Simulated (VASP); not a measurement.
# AlN (I-4m2) in VASP: a series of runs

AlN is run at these levels: r2SCAN; tasks: single point.

All numbers are computed with VASP 6.6.1; they aren't measurements. Logs are shortened: lines on timing, memory, paths and dates and some standing lists are left out, and cuts for length are marked.

## (1) The cell of the first run

Symmetry: I-4m2, No. 119, tetragonal system. Conventional cell: a = 3.176 Å, b = 3.176 Å, c = 4.132 Å, α = 90.00°, β = 90.00°, γ = 90.00°. Within 2.5 Å of Al (site symmetry -4m2) lie 4 N at 1.89 Å. N (site symmetry -4m2) has 4 Al at 1.89 Å within 2.5 Å.

## (2) Single point, r2SCAN

Input file POSCAR:

```
AlN
1.0
    0.0000000000      2.2455466285      2.0659028982
    2.2455466285      0.0000000000      2.0659028982
    2.2455466285      2.2455466285      0.0000000000
Al N
1 1
Direct
    0.0000000000      0.0000000000      0.0000000000
    0.7500000000      0.7500000000      0.7500000000
```

Input file INCAR.step1:

```
ALGO = Normal ; EDIFF = 1E-4
ENCUT = 520 ; GGA = PE
ISMEAR = 0 ; LASPH = T
LCHARG = F ; LREAL = F
LWAVE = T ; NBANDS = 11
NELM = 80 ; PREC = Accurate
SIGMA = 0.05
```

Input file INCAR.step2:

```
ALGO = Normal ; EDIFF = 1E-7
ENCUT = 520 ; ISIF = 2
ISMEAR = 0 ; ISTART = 1
LASPH = T ; LCHARG = F
LMIXTAU = T ; LREAL = F
LWAVE = F ; METAGGA = R2SCAN
NBANDS = 11 ; NELM = 80
PREC = Accurate ; SIGMA = 0.05
```

Input file KPOINTS:

```
k-points
0
Gamma
  10 10 10
```

Potentials or basis: VASP PAW PBE potentials, release 64 (Al, N).

Command:

```console
cat potpaw_PBE.64/Al/POTCAR potpaw_PBE.64/N/POTCAR > POTCAR
cp INCAR.step1 INCAR
mpirun -np 1 vasp_std > vasp.out
cp INCAR.step2 INCAR
mpirun -np 1 vasp_std > vasp.out
```

OUTCAR:

```text
EDIFF = 1E-7
   ENCUT = 520
   ISIF = 2
   ISMEAR = 0
   ISTART = 1
   LASPH = T
   LREAL = F
   METAGGA = R2SCAN
   NELM = 80
   PREC = Accurate

 ion  position               nearest neighbor table
   1  0.000  0.000  0.000-   2 1.89   2 1.89   2 1.89   2 1.89
   2  0.750  0.750  0.750-   1 1.89   1 1.89   1 1.89   1 1.89

  LATTYP: Found a body centered tetragonal cell.
 ALAT       =     3.1756824970
 C/A-ratio  =     1.3010764774

  Lattice vectors:

 A1 = (   0.0000000000,  -2.2455466285,  -2.0659028982)
 A2 = (   0.0000000000,   2.2455466285,  -2.0659028982)
 A3 = (   2.2455466285,   0.0000000000,   2.0659028982)

Analysis of symmetry for initial positions (statically):
=====================================================================
 Subroutine PRICEL returns:
 Original cell was already a primitive cell.

 Routine SETGRP: Setting up the symmetry group for a
 body centered tetragonal supercell.

 Subroutine GETGRP returns: Found  8 space group operations
 (whereof  8 operations were pure point group operations)
 out of a pool of 16 trial point group operations.

The static configuration has the point symmetry D_2d.

Analysis of symmetry for dynamics (positions and initial velocities):
=====================================================================
 Subroutine PRICEL returns:
 Original cell was already a primitive cell.

 Routine SETGRP: Setting up the symmetry group for a
 body centered tetragonal supercell.

 Subroutine GETGRP returns: Found  8 space group operations
 (whereof  8 operations were pure point group operations)
 out of a pool of 16 trial point group operations.

The dynamic configuration has the point symmetry D_2d.

 Subroutine INISYM returns: Found  8 space group operations
 (whereof  8 operations are pure point group operations),
 and found     1 'primitive' translations

----------------------------------------------------------------------------------------

                                     Primitive cell

  volume of cell :      20.8345

  direct lattice vectors                    reciprocal lattice vectors
     0.000000000  2.245546629  2.065902898    -0.222662934  0.222662934  0.242024928
     2.245546629  0.000000000  2.065902898     0.222662934 -0.222662934  0.242024928
     2.245546629  2.245546629  0.000000000     0.222662934  0.222662934 -0.242024928

  length of vectors
     3.051300452  3.051300452  3.175682497     0.397156933  0.397156933  0.397156933

  position of ions in fractional coordinates (direct lattice)
     0.000000000  0.000000000  0.000000000
     0.750000000  0.750000000  0.750000000

  ion indices of the primitive-cell ions
   primitive index   ion index
                 1           1
                 2           2

----------------------------------------------------------------------------------------

 KPOINTS: k-points

Automatic generation of k-mesh.
 Grid dimensions read from file:
 generate k-points for:   10   10   10

 Generating k-lattice:

  Cartesian coordinates                     Fractional coordinates (reciprocal lattice)
    -0.022266293  0.022266293  0.024202493     0.100000000 -0.000000000  0.000000000
     0.022266293 -0.022266293  0.024202493    -0.000000000  0.100000000  0.000000000
     0.022266293  0.022266293 -0.024202493     0.000000000  0.000000000  0.100000000

  Length of vectors
     0.039715693  0.039715693  0.039715693

  Shift w.r.t. Gamma in fractional coordinates (k-lattice)
     0.000000000  0.000000000  0.000000000

 Subroutine IBZKPT returns following result:
 ===========================================

 Found    102 irreducible k-points:

 Following reciprocal coordinates:
            Coordinates               Weight
  0.000000  0.000000  0.000000      1.000000
  0.100000 -0.000000  0.000000      8.000000
  0.200000 -0.000000  0.000000      8.000000
  0.300000 -0.000000  0.000000      8.000000
  0.400000  0.000000  0.000000      8.000000
  0.500000  0.000000  0.000000      4.000000
[... 16 lines left out ...]
  0.300000  0.300000  0.000000      2.000000
  0.400000  0.300000  0.000000      8.000000
 [... further k-points ...]
   k-points           NKPTS =    102   k-points in BZ     NKDIM =    102   number of bands    NBANDS=     11
   number of dos      NEDOS =    301   number of ions     NIONS =      2
   total plane-waves  NPLWV =  13824
   dimension x,y,z NGX =    24 NGY =   24 NGZ =   24
   dimension x,y,z NGXF=    48 NGYF=   48 NGZF=   48
   ions per type =               1   1
   NGX,Y,Z   is equivalent  to a cutoff of  13.08, 13.08, 12.56 a.u.
   NGXF,Y,Z  is equivalent  to a cutoff of  26.15, 26.15, 25.13 a.u.
 SYSTEM =  unknown system
   PREC   = accura    normal or accurate (medium, high low for compatibility)
   ISTART =      1    job   : 0-new  1-cont  2-samecut
   ICHARG =      0    charge: 1-file 2-atom 10-const
   ISPIN  =      1    spin polarized calculation?
   LNONCOLLINEAR =      F non collinear calculations
   LSORBIT =      F    spin-orbit coupling
   LASPH  =      T    aspherical Exc in radial PAW
   ENCUT  =  520.0 eV  38.22 Ry    6.18 a.u.   5.67  5.67  5.90*2*pi/ulx,y,z
   NELM   =     80;   NELMIN=  2; NELMDL=  0     # of ELM steps
   EDIFF  = 0.1E-06   stopping-criterion for ELM
   LREAL  =      F    real-space projection
   EDIFFG = 0.1E-05   stopping-criterion for IOM
   NSW    =      0    number of steps for IOM
   IBRION =     -1    ionic relax: 0-MD 1-quasi-New 2-CG
   NFREE  =      0    steps in history (QN), initial steepest desc. (CG)
   ISIF   =      2    stress and relaxation
   ISYM   =      2    0-nonsym 1-usesym 2-fastsym
   POTIM  = 0.5000    time-step for ionic-motion
   TEBEG  =    0.0;   TEEND  =   0.0 temperature during run
   PSTRESS=    0.0 pullay stress
   NELECT =       8.0000    total number of electrons
   NUPDOWN=      -1.0000    fix difference up-down
   EMIN   =  10.00;   EMAX   =-10.00  energy-range for DOS
   EFERMI =   0.00;   METHOD = LEGACY
   ISMEAR =     0;   SIGMA  =   0.05  broadening in eV -4-tet -1-fermi 0-gaus
   EFERMI_NEDOS =   21; number of points for ismear=-14 and -15
   IALGO  =     38    algorithm
   IMIX   =      4    mixing-type and parameters
     AMIX     =   0.40;   BMIX     =  1.00
     AMIX_MAG =   1.60;   BMIX_MAG =  1.00
  volume/ion in A,a.u.               =      10.42        70.30
  Fermi-wavevector in a.u.,A,eV,Ry     =   1.189899  2.248583 19.263943  1.415860
  Thomas-Fermi vector in A             =   2.325996
   LORBIT       =      0    0 simple, 1 ext, 2 COOP (PROOUT), +10 PAW based schemes
   METAGGA = R2SCAN    functional components
   LHFCALC =     F    Hartree Fock is set to
   AEXX    =    0.0000 exact exchange contribution
   IVDW    =     0    specifies the selected vdW correction
   LEPSILON=     F    determine dielectric tensor
   LRPA    =     F    only Hartree local field effects (RPA)
 non-spin polarized calculation
 Gauss-broadening in eV      SIGMA  =   0.05
  energy-cutoff  :      520.00
  volume of cell :       20.83
 maximum number of plane-waves:       588
   NGX = 11   NGY = 11   NGZ = 11

 number of electron       8.0000000 magnetization

 Free energy of the ion-electron system (eV)
  ---------------------------------------------------
  ext. energy  EPLUGINS =         0.00000000
  ---------------------------------------------------
  free energy    TOTEN  =       -19.14260378 eV

  energy without entropy =      -19.14260378  energy(sigma->0) =      -19.14260378

 E-fermi :   6.1156     XC(G=0): -11.4242

 val. band max:        5.9265568162   @ k =   0.0000   0.0000   0.0000
 cond. band min:       9.4608694754   @ k =   0.5000   0.5000   0.0000
 fundamental gap:      3.5343126592
 Fermi energy:         6.1156210257

 k-point     1 :       0.0000    0.0000    0.0000
  band No.  band energies     occupation
      1     -10.0335      2.00000
      2       5.6240      2.00000
      3       5.6240      2.00000
      4       5.9266      2.00000
      5      10.5826      0.00000
      6      19.1750      0.00000
      7      19.2972      0.00000
      8      19.2972      0.00000
      9      22.8807      0.00000
     10      24.9592      0.00000
     11      24.9593      0.00000

 k-point     2 :       0.1000   -0.0000    0.0000
  band No.  band energies     occupation
      1      -9.8859      2.00000
      2       4.9090      2.00000
      3       5.5450      2.00000
      4       5.8070      2.00000
      5      11.2474      0.00000
      6      18.7449      0.00000
      7      19.3150      0.00000
      8      19.4957      0.00000
      9      22.0384      0.00000
     10      23.2436      0.00000
     11      26.0111      0.00000

 k-point     3 :       0.2000   -0.0000    0.0000
  band No.  band energies     occupation
      1      -9.4677      2.00000
      2       3.2950      2.00000
      3       5.3479      2.00000
      4       5.7196      2.00000
      5      12.4142      0.00000
      6      17.8181      0.00000
      7      18.7272      0.00000
      8      19.8387      0.00000
      9      22.2651      0.00000
     10      22.4880      0.00000
     11      25.0618      0.00000

 k-point     4 :       0.3000   -0.0000    0.0000
  band No.  band energies     occupation
      1      -8.8657      2.00000
      2       1.6215      2.00000
      3       5.1222      2.00000
      4       5.6331      2.00000
      5      13.2692      0.00000
      6      17.0309      0.00000
      7      17.7868      0.00000
      8      19.6000      0.00000
      9      23.0656      0.00000
     10      23.8664      0.00000
     11      24.8680      0.00000

 k-point     5 :       0.4000    0.0000    0.0000
  band No.  band energies     occupation
      1      -8.2728      2.00000
      2       0.3258      2.00000
      3       4.9518      2.00000
      4       5.5691      2.00000
      5      13.6189      0.00000
      6      16.6585      0.00000
      7      17.1271      0.00000
      8      19.0429      0.00000
      9      24.1385      0.00000
     10      25.9502      0.00000
     11      26.0104      0.00000
[... 211 lines left out ...]
 k-point    21 :      -0.3000    0.2000    0.0000
  band No.  band energies     occupation
      1      -8.1621      2.00000
      2       1.2392      2.00000
      3       3.8541      2.00000
      4       4.8230      2.00000
      5      14.1229      0.00000
      6      15.1935      0.00000
      7      18.3027      0.00000
      8      19.3290      0.00000
      9      23.2083      0.00000
     10      24.9114      0.00000
     11      29.0461      0.00000

 k-point    22 :      -0.2000    0.2000    0.0000
  band No.  band energies     occupation
      1      -8.7227      2.00000
      2       2.1105      2.00000
      3       4.2997      2.00000
      4       5.1564      2.00000
      5      14.0046      0.00000
      6      15.8500      0.00000
      7      18.4405      0.00000
      8      18.8384      0.00000
      9      21.7034      0.00000
     10      24.8105      0.00000
     11      29.3595      0.00000

 k-point    23 :       0.3000    0.3000    0.0000
  band No.  band energies     occupation
      1      -8.3360      2.00000
      2       2.3760      2.00000
      3       4.1033      2.00000
      4       4.1033      2.00000
      5      11.9977      0.00000
      6      15.5819      0.00000
      7      19.7139      0.00000
      8      20.8440      0.00000
      9      20.8440      0.00000
     10      26.0752      0.00000
     11      30.2535      0.00000

 k-point    24 :       0.4000    0.3000    0.0000
  band No.  band energies     occupation
      1      -7.8631      2.00000
      2       1.7286      2.00000
      3       3.7805      2.00000
      4       3.8905      2.00000
      5      11.3676      0.00000
      6      15.3303      0.00000
      7      19.7945      0.00000
      8      20.8432      0.00000
      9      21.7328      0.00000
     10      27.4859      0.00000
     11      30.4689      0.00000

 [... further k-points ...]
[... 5 lines left out ...]
  --------------------------------------------------------------------------------------
  -------------------------------------------------------------------------------------
  Total       -0.5036556     -0.5036556      0.7194353      0.0000000     -0.0000000      0.0000000
  in kB      -38.7311321    -38.7311321     55.3245995      0.0000000     -0.0000000      0.0000000
  external PRESSURE =      -7.3792216 kB  Pullay stress =       0.0000000 kB

 VOLUME and BASIS-vectors are now :
 -----------------------------------------------------------------------------
  energy-cutoff  :      520.00
  volume of cell :       20.83
      direct lattice vectors                 reciprocal lattice vectors
     0.000000000  2.245546629  2.065902898    -0.222662934  0.222662934  0.242024928
     2.245546629  0.000000000  2.065902898     0.222662934 -0.222662934  0.242024928
     2.245546629  2.245546629  0.000000000     0.222662934  0.222662934 -0.242024928

 POSITION                                       TOTAL-FORCE (eV/Angst)
 -----------------------------------------------------------------------------------
      0.00000      0.00000      0.00000        -0.000000     -0.000000      0.000000
      3.36832      3.36832      3.09885         0.000000      0.000000      0.000000
 -----------------------------------------------------------------------------------
    total drift:                                0.000002      0.000002     -0.000001

  FREE ENERGIE OF THE ION-ELECTRON SYSTEM (eV)
  ---------------------------------------------------
  free  energy   TOTEN  =       -19.1426037781 eV

  energy  without entropy=      -19.1426037781  energy(sigma->0) =      -19.14260378
```

Run time: 74 s. Hardware: 1 thread of AMD EPYC 9R45 (Zen 5), shared host; peak memory 0.12 GiB.

Results:

| Quantity | Value |
| --- | --- |
| Free energy | -19.1426 eV |
| Pressure | -0.7 GPa |
| Band gap on the k mesh | 3.53 eV, indirect (least direct gap 4.66 eV) |

Levels at points of the mesh, in eV from the valence-band top:
```
           k point  band 1  band 2  band 3  band 4  band 5  band 6  band 7  band 8  band 9
(0.00, 0.00, 0.00)  -15.96   -0.30   -0.30    0.00    4.66   13.25   13.37   13.37   16.95
(0.50, 0.00, 0.00)  -13.93   -6.11   -1.04   -0.38    7.75   10.66   10.97   12.85   18.76
(0.50, 0.50, 0.00)  -13.08   -4.63   -2.48   -2.48    3.53    8.37   15.98   16.26   16.26
(0.50, 0.00, 0.50)  -13.43   -5.43   -1.77   -1.77    3.89    9.70   14.40   15.71   18.23
```

Caveat: the PAW data sets were made with another functional, which shifts forces and pressure a little. A k mesh can miss the band edges.

## (3) Single point, r2SCAN

This run uses another cell than the first one, of the same volume but with other edges.

Input file POSCAR:

```
AlN
1.0
    0.0000000000      2.1156985656      2.3272684222
    2.1156985656      0.0000000000      2.3272684222
    2.1156985656      2.1156985656      0.0000000000
Al N
1 1
Direct
    0.0000000000      0.0000000000      0.0000000000
    0.7500000000      0.7500000000      0.7500000000
```

Input file INCAR.step1:

```
PREC = Accurate ; ENCUT = 520
ISMEAR = 0 ; SIGMA = 0.05
LREAL = F ; LASPH = T
NELM = 100 ; NBANDS = 11
GGA = PE ; ALGO = Normal
EDIFF = 1E-4 ; LWAVE = T
LCHARG = F
```

Input file INCAR.step2:

```
PREC = Accurate ; ENCUT = 520
EDIFF = 1E-6 ; ISMEAR = 0
SIGMA = 0.05 ; LREAL = F
LASPH = T ; NELM = 100
ALGO = Normal ; ISIF = 2
LWAVE = F ; LCHARG = F
METAGGA = R2SCAN ; LMIXTAU = T
NBANDS = 11 ; ISTART = 1
```

Input file KPOINTS:

```
Automatic mesh
0
Gamma
  10 10 10
```

Potentials or basis: VASP PAW PBE potentials, release 64 (Al, N).

Command:

```console
cat potpaw_PBE.64/Al/POTCAR potpaw_PBE.64/N/POTCAR > POTCAR
cp INCAR.step1 INCAR
mpirun -np 1 vasp_std > vasp.out
cp INCAR.step2 INCAR
mpirun -np 1 vasp_std > vasp.out
```

It took 58 s on 1 thread of AMD EPYC 9R45 (Zen 5), shared host; peak memory 0.12 GiB.

The run converged. Its results:

* Free energy: -19.1096 eV
* Pressure: -0.8 GPa
* Band gap on the k mesh: 3.60 eV, indirect (least direct gap 4.66 eV)

Stress tensor (GPa, compression positive):
```
  5.39   0.00   0.00
  0.00   5.39   0.00
  0.00   0.00 -13.17
```

Levels at points of the mesh, in eV from the valence-band top:
| k point | band 2 | band 3 | band 4 | band 5 | band 6 | band 7 |
| --- | --- | --- | --- | --- | --- | --- |
| (0.00, 0.00, 0.00) | -0.54 | -0.05 | -0.05 | 4.61 | 13.28 | 13.28 |
| (0.50, 0.00, 0.00) | -6.12 | -1.17 | -0.27 | 7.53 | 10.59 | 11.43 |
| (0.50, 0.50, 0.00) | -5.79 | -1.48 | -1.48 | 4.09 | 10.24 | 13.75 |
| (0.50, 0.00, 0.50) | -4.87 | -2.30 | -2.26 | 3.60 | 8.73 | 14.95 |

Caveat: the PAW data sets were made with another functional, which shifts forces and pressure a little. A k mesh can miss the band edges.

## (4) Single point, r2SCAN

This run uses another cell than the first one, of the same volume but with other edges.

Input file POSCAR:

```
AlN
1.0
    0.0000000000      2.5212363955      1.6388036571
    2.5212363955      0.0000000000      1.6388036571
    2.5212363955      2.5212363955      0.0000000000
Al N
1 1
Direct
    0.0000000000      0.0000000000      0.0000000000
    0.7500000000      0.7500000000      0.7500000000
```

Input file INCAR.step1:

```
PREC = Accurate
ENCUT = 520
ISMEAR = 0
SIGMA = 0.05
LREAL = F
LASPH = T
NELM = 80
NBANDS = 11
GGA = PE
ALGO = Normal
EDIFF = 1E-4
LWAVE = T
LCHARG = F
```

Input file INCAR.step2:

```
PREC = Accurate
ENCUT = 520
EDIFF = 1E-6
ISMEAR = 0
SIGMA = 0.05
LREAL = F
LASPH = T
NELM = 80
ALGO = Normal
ISIF = 2
LWAVE = F
LCHARG = T
METAGGA = R2SCAN
LMIXTAU = T
LELF = T
LVHAR = T
NBANDS = 11
ISTART = 1
```

KPOINTS is that of step 3.

Command:

```console
cat potpaw_PBE.64/Al/POTCAR potpaw_PBE.64/N/POTCAR > POTCAR
cp INCAR.step1 INCAR
mpirun -np 1 vasp_std > vasp.out
cp INCAR.step2 INCAR
mpirun -np 1 vasp_std > vasp.out
```

Wall time 59 s (1 thread of AMD EPYC 9R45 (Zen 5), shared host); peak memory 0.13 GiB.

It converged, with:

```
Free energy            : -18.5009 eV
Pressure               : -15.5 GPa
Band gap on the k mesh : 3.19 eV, direct
```

Stress tensor (GPa, compression positive):
```
-28.24   0.00   0.00
  0.00 -28.24   0.00
  0.00   0.00   9.99
```

Levels at points of the mesh, in eV from the valence-band top:
```csv
k point,band 2,band 3,band 4,band 5,band 6,band 7
"(0.00, 0.00, 0.00)",-1.23,-1.23,0.00,3.20,11.11,13.29
"(0.50, 0.00, 0.00)",-6.86,-2.81,-1.05,4.38,7.57,10.91
"(0.50, 0.50, 0.00)",-4.99,-4.99,-2.96,3.28,4.03,13.74
"(0.50, 0.00, 0.50)",-7.50,-1.38,-1.18,4.76,9.62,11.86
```

Caveat: the PAW data sets were made with another functional, which shifts forces and pressure a little. A k mesh can miss the band edges.

## (5) Summary

| cell | gap on the mesh (eV) | pressure (GPa) |
| --- | --- | --- |
| a = 3.051, b = 3.051, c = 3.176 Å, angles 58.6, 58.6, 62.7°, 2 atoms | 3.53 | -0.7 |
| a = 3.145, b = 3.145, c = 2.992 Å, angles 61.6, 61.6, 56.8°, 2 atoms | 3.60 | -0.8 |
| a = 3.007, b = 3.007, c = 3.566 Å, angles 53.6, 53.6, 72.7°, 2 atoms | 3.19 | -15.5 |

Alike in all rows: task single point; level r2SCAN; potentials or basis VASP PAW PBE potentials, release 64 (Al, N); no spin polarisation; k mesh 10 × 10 × 10; cutoff (eV) 520; smearing gaussian 0.05 eV.

Caveats: the PAW data sets were made with another functional, which shifts forces and pressure a little.

Absolute energies hang on the potentials; compare differences alone.
